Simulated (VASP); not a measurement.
The system is Pd.

```
Pd
1.0
     0.00000    1.89464    1.89464
     1.89464    0.00000    1.89464
     1.89464    1.89464    0.00000
Pd
1
Direct
  0.00000 0.00000 0.00000
```

This cell differs from its parent crystal: Mo replaced by Pd, lengths x 0.942, strained.

Base run:

| Quantity | Value |
| --- | --- |
| Program | VASP 6.6.1 |
| Functional | PBE |
| Potentials or basis | VASP PAW PBE potentials, release 64 (Pd) |
| Cutoff | 520 eV |
| k mesh | 18 × 18 × 18 |
| Occupations | gaussian, width 0.1 eV |
| Spin | no spin polarisation |

Its results: band gap on the k mesh zero (bands 5 and 6 overlap by 1.82 eV); pressure 27.2 GPa.

Question: The run is repeated on the same cell with these changes: k mesh from 18 × 18 × 18 to 8 × 8 × 8. What comes out?

Answer: Band gap on the k mesh zero (bands 5 and 6 overlap by 1.84 eV); pressure 28.3 GPa.

Caveats: the cell stands under pressure.
